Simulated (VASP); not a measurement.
# Cu (P6_3/mmc) in VASP: notebook, part 3 of 3

VASP 6.6.1.

## (4) Relaxation of cell and atoms, PBEsol

This run uses another cell than the first one, of 11.44 Å³/atom, 1.010 times its volume.

File INCAR:

```
PREC = Accurate ; ENCUT = 600
EDIFF = 1E-7 ; ISMEAR = -1
SIGMA = 0.05 ; LREAL = F
LASPH = T ; NELM = 60
ALGO = Normal ; ISIF = 3
LWAVE = F ; LCHARG = F
GGA = PS ; IBRION = 2
NSW = 100 ; EDIFFG = -0.002
```

File KPOINTS:

```
Automatic mesh
0
Gamma
  18 18 10
```

File POSCAR:

```
Cu
1.0
    2.5340966698      0.0000000000      0.0000000000
   -1.2670483349      2.1945920917      0.0000000000
    0.0000000000      0.0000000000      4.1125710000
Cu
2
Direct
    0.3333333333      0.6666666667      0.2500000000
    0.6666666667      0.3333333333      0.7500000000
```

Potentials or basis: VASP PAW PBE potentials, release 64 (Cu).

Started as:

```
cat potpaw_PBE.64/Cu/POTCAR > POTCAR
mpirun -np 1 vasp_std > vasp.out
```

OUTCAR:

```text
PREC = Accurate
   ENCUT = 600
   EDIFF = 1E-7
   ISMEAR = -1
   LREAL = F
   LASPH = T
   NELM = 60
   ISIF = 3
   GGA = PS
   IBRION = 2
   NSW = 100
   EDIFFG = -0.002

 ion  position               nearest neighbor table
   1  0.333  0.667  0.250-   2 2.52   2 2.52   2 2.52   2 2.52   2 2.52   2 2.52
   2  0.667  0.333  0.750-   1 2.52   1 2.52   1 2.52   1 2.52   1 2.52   1 2.52

  LATTYP: Found a hexagonal cell.
 ALAT       =     2.5340966698
 C/A-ratio  =     1.6228942838

  Lattice vectors:

 A1 = (   2.5340966698,   0.0000000000,   0.0000000000)
 A2 = (  -1.2670483349,   2.1945920917,   0.0000000000)
 A3 = (   0.0000000000,   0.0000000000,   4.1125710000)

Analysis of symmetry for initial positions (statically):
=====================================================================
 Subroutine PRICEL returns:
 Original cell was already a primitive cell.

 Routine SETGRP: Setting up the symmetry group for a
 hexagonal supercell.

 Subroutine GETGRP returns: Found 24 space group operations
 (whereof 12 operations were pure point group operations)
 out of a pool of 24 trial point group operations.

The static configuration has the point symmetry D_3d.
 The point group associated with its full space group is D_6h.

Analysis of symmetry for dynamics (positions and initial velocities):
=====================================================================
 Subroutine PRICEL returns:
 Original cell was already a primitive cell.

 Routine SETGRP: Setting up the symmetry group for a
 hexagonal supercell.

 Subroutine GETGRP returns: Found 24 space group operations
 (whereof 12 operations were pure point group operations)
 out of a pool of 24 trial point group operations.

The dynamic configuration has the point symmetry D_3d.
 The point group associated with its full space group is D_6h.

 Subroutine INISYM returns: Found 24 space group operations
 (whereof 12 operations are pure point group operations),
 and found     1 'primitive' translations

----------------------------------------------------------------------------------------

                                     Primitive cell

  volume of cell :      22.8713

  direct lattice vectors                    reciprocal lattice vectors
     2.534096670  0.000000000  0.000000000     0.394617937  0.227832772  0.000000000
    -1.267048335  2.194592092  0.000000000     0.000000000  0.455665544  0.000000000
     0.000000000  0.000000000  4.112571000     0.000000000  0.000000000  0.243156896

  length of vectors
     2.534096670  2.534096670  4.112571000     0.455665544  0.455665544  0.243156896

  position of ions in fractional coordinates (direct lattice)
     0.333333333  0.666666667  0.250000000
     0.666666667  0.333333333  0.750000000

  ion indices of the primitive-cell ions
   primitive index   ion index
                 1           1
                 2           2

----------------------------------------------------------------------------------------

[... 58 lines left out ...]
   NGXF,Y,Z  is equivalent  to a cutoff of  26.24, 26.24, 29.11 a.u.
 SYSTEM =  unknown system
   PREC   = accura    normal or accurate (medium, high low for compatibility)
   ISTART =      0    job   : 0-new  1-cont  2-samecut
   ICHARG =      2    charge: 1-file 2-atom 10-const
   ISPIN  =      1    spin polarized calculation?
   LNONCOLLINEAR =      F non collinear calculations
   LSORBIT =      F    spin-orbit coupling
   LASPH  =      T    aspherical Exc in radial PAW
   ENCUT  =  600.0 eV  44.10 Ry    6.64 a.u.   5.06  5.06  8.21*2*pi/ulx,y,z
   NELM   =     60;   NELMIN=  2; NELMDL= -5     # of ELM steps
   EDIFF  = 0.1E-06   stopping-criterion for ELM
   LREAL  =      F    real-space projection
   EDIFFG = -.2E-02   stopping-criterion for IOM
   NSW    =    100    number of steps for IOM
   IBRION =      2    ionic relax: 0-MD 1-quasi-New 2-CG
   NFREE  =      1    steps in history (QN), initial steepest desc. (CG)
   ISIF   =      3    stress and relaxation
   ISYM   =      2    0-nonsym 1-usesym 2-fastsym
   POTIM  = 0.5000    time-step for ionic-motion
   TEBEG  =    0.0;   TEEND  =   0.0 temperature during run
   PSTRESS=    0.0 pullay stress
   NELECT =      22.0000    total number of electrons
   NUPDOWN=      -1.0000    fix difference up-down
   EMIN   =  10.00;   EMAX   =-10.00  energy-range for DOS
   EFERMI =   0.00;   METHOD = LEGACY
   ISMEAR =    -1;   SIGMA  =   0.05  broadening in eV -4-tet -1-fermi 0-gaus
   EFERMI_NEDOS =   21; number of points for ismear=-14 and -15
   IALGO  =     38    algorithm
   IMIX   =      4    mixing-type and parameters
     AMIX     =   0.40;   BMIX     =  1.00
     AMIX_MAG =   1.60;   BMIX_MAG =  1.00
  volume/ion in A,a.u.               =      11.44        77.17
  Fermi-wavevector in a.u.,A,eV,Ry     =   1.616041  3.053874 35.532800  2.611587
  Thomas-Fermi vector in A             =   2.710691
   LORBIT       =      0    0 simple, 1 ext, 2 COOP (PROOUT), +10 PAW based schemes
   GGA     = PS    functional components
   LHFCALC =     F    Hartree Fock is set to
   AEXX    =    0.0000 exact exchange contribution
   IVDW    =     0    specifies the selected vdW correction
   LEPSILON=     F    determine dielectric tensor
   LRPA    =     F    only Hartree local field effects (RPA)
 conjugate gradient relaxation of ions
 non-spin polarized calculation
  energy-cutoff  :      600.00
  volume of cell :       22.87
 maximum number of plane-waves:       780
   NGX = 11   NGY = 11   NGZ = 17

--------------------------------------- Ionic step        1  -------------------------------------------

 number of electron      21.9999991 magnetization

 Free energy of the ion-electron system (eV)
  ---------------------------------------------------
  ext. energy  EPLUGINS =         0.00000000
  ---------------------------------------------------
  free energy    TOTEN  =        -8.59803168 eV

  energy without entropy =       -8.59105206  energy(sigma->0) =       -8.59454187

------------------------ aborting loop because EDIFF is reached ----------------------------------------

  FORCE on cell =-STRESS in cart. coord.  units (eV):
  Direction    XX          YY          ZZ          XY          YZ          ZX
  --------------------------------------------------------------------------------------
  -------------------------------------------------------------------------------------
  Total       -0.1648992     -0.1648992      0.0115937     -0.0000000      0.0000000      0.0000000
  in kB      -11.5515069    -11.5515069      0.8121601     -0.0000000      0.0000000      0.0000000
  external PRESSURE =      -7.4302846 kB  Pullay stress =       0.0000000 kB
[... 131 lines left out ...]
--------------------------------------- Ionic step        5  -------------------------------------------

 number of electron      21.9999994 magnetization

 Free energy of the ion-electron system (eV)
  ---------------------------------------------------
  ext. energy  EPLUGINS =         0.00000000
  ---------------------------------------------------
  free energy    TOTEN  =        -8.59868270 eV

  energy without entropy =       -8.59144341  energy(sigma->0) =       -8.59506306

 E-fermi :   7.8026     XC(G=0): -13.1255

 val. band max:        7.7952169325   @ k =   0.2222   0.2222   0.5000
 cond. band min:       7.8089434341   @ k =   0.5000  -0.0000   0.1000
 fundamental gap:      0.0137265017
 Fermi energy:         7.8025788258

 k-point     1 :       0.0000    0.0000    0.0000
  band No.  band energies     occupation
      1      -1.8086      2.00000
      2       2.5579      2.00000
      3       4.7180      2.00000
      4       4.7869      2.00000
      5       4.7869      2.00000
      6       5.0079      2.00000
      7       5.0079      2.00000
      8       5.3107      2.00000
      9       5.3107      2.00000
     10       6.1014      2.00000
     11       6.1014      2.00000
     12       6.7150      2.00000
     13      11.7878      0.00000
     14      29.5134      0.00000
[... 401 lines left out ...]
      2       3.2784      2.00000
      3       3.4106      2.00000
      4       4.3892      2.00000
      5       4.6467      2.00000
      6       4.8130      2.00000
      7       5.0393      2.00000
      8       6.0738      2.00000
      9       6.1991      2.00000
     10       6.2053      2.00000
     11       7.5990      1.96645
     12      10.7506      0.00000
     13      15.4205      0.00000
     14      15.8949      0.00000
     15      18.6332      0.00000

 [... further k-points ...]

------------------------ aborting loop because EDIFF is reached ----------------------------------------

  FORCE on cell =-STRESS in cart. coord.  units (eV):
  Direction    XX          YY          ZZ          XY          YZ          ZX
  --------------------------------------------------------------------------------------
  -------------------------------------------------------------------------------------
  Total       -0.0033377     -0.0033377     -0.0030832      0.0000000      0.0000000      0.0000000
  in kB       -0.2349515     -0.2349515     -0.2170424      0.0000000      0.0000000      0.0000000
  external PRESSURE =      -0.2289818 kB  Pullay stress =       0.0000000 kB
[... 17 lines left out ...]
  FREE ENERGIE OF THE ION-ELECTRON SYSTEM (eV)
  ---------------------------------------------------
  free  energy   TOTEN  =        -8.5986827015 eV

  energy  without entropy=       -8.5914434119  energy(sigma->0) =       -8.59506306

 reached required accuracy - stopping structural energy minimisation
```

CONTCAR:

```text
Cu
   1.00000000000000
     2.5244144832836075    0.0000000000000000    0.0000000000000000
    -1.2622072416418038    2.1862070722125377    0.0000000000000000
    -0.0000000000000000    0.0000000000000000    4.1240281774975101
  Cu
     2
Direct
     0.3333333332999970    0.6666666667000030    0.2500000000000000
     0.6666666667000030    0.3333333332999970    0.7500000000000000

  0.00000000E+00  0.00000000E+00  0.00000000E+00
  0.00000000E+00  0.00000000E+00  0.00000000E+00
```

It took 2.2 min on 1 thread of Intel Xeon Platinum 8488C (Sapphire Rapids), shared host; peak memory 0.2 GiB.

What came out:

```
Free energy                            : -8.5987 eV
Relaxed volume                         : 11.38 Å³/atom
Relaxed cell                           : a = 2.524 Å, b = 2.524 Å, c = 4.124 Å, α = 90.00°, β = 90.00°, γ = 120.00°
Space group after relaxing (to 0.05 Å) : P6_3/mmc (No. 194)
Energy gained by relaxing              : 0.3 meV/atom
Ionic steps                            : 5
Pressure after relaxing                : 0.0 GPa
Band gap on the k mesh                 : zero (band 11 reaches 11.98 eV, above the bottom of band 12 at 5.87 eV)
```

The path:
```tsv
step	energy change (eV)	largest force (eV/Å)	pressure (GPa)	volume (Å³)
1	0.0000	0.0000	-0.74	22.87
2	-0.0005	0.0000	0.47	22.70
3	-0.0005	0.0000	0.24	22.73
4	-0.0006	0.0000	0.04	22.76
5	-0.0007	0.0000	-0.02	22.76
```

Final structure:
```
CELL_PARAMETERS angstrom
2.52441 0.00000 0.00000
-1.26221 2.18621 0.00000
0.00000 0.00000 4.12403
ATOMIC_POSITIONS crystal
Cu 0.33333 0.66667 0.25000
Cu 0.66667 0.33333 0.75000
```

Levels at points of the mesh, in eV from the Fermi level:
| k point | band 9 | band 10 | band 11 | band 12 | band 13 | band 14 |
| --- | --- | --- | --- | --- | --- | --- |
| (0.00, 0.00, 0.00) | -2.49 | -1.70 | -1.70 | -1.09 | 3.99 | 21.71 |
| (0.50, 0.00, 0.00) | -1.55 | -1.50 | 0.05 | 1.68 | 7.96 | 8.37 |
| (0.00, 0.00, 0.50) | -1.94 | -1.94 | -1.94 | -1.94 | 12.78 | 12.78 |
| (0.50, 0.00, 0.50) | -1.54 | -1.54 | 0.49 | 0.49 | 5.08 | 5.08 |

Caveat: the PAW data sets were made with another functional, which shifts forces and pressure a little.

## (5) The runs side by side

```csv
task,level,cell,cutoff (eV),gap on the mesh (eV),pressure (GPa)
single point,PBEsol,"a = 2.520, b = 2.520, c = 4.118 Å, angles 90.0, 90.0, 120.0°, 2 atoms",520,none,0.7
single point,r2SCAN,"a = 2.531, b = 2.531, c = 4.132 Å, angles 90.0, 90.0, 120.0°, 2 atoms",520,none,0.8
relaxation of cell and atoms,PBEsol,"relaxed from a = 2.534, b = 2.534, c = 4.113 Å, angles 90.0, 90.0, 120.0°, 2 atoms",600,none,0.0
```

Alike in all rows: potentials or basis VASP PAW PBE potentials, release 64 (Cu); no spin polarisation; k mesh 18 × 18 × 10; smearing fermi-dirac 0.05 eV.

Caveats: the PAW data sets were made with another functional, which shifts forces and pressure a little.

Total energies depend on the potentials used, so only differences within one code and one set of settings carry meaning.
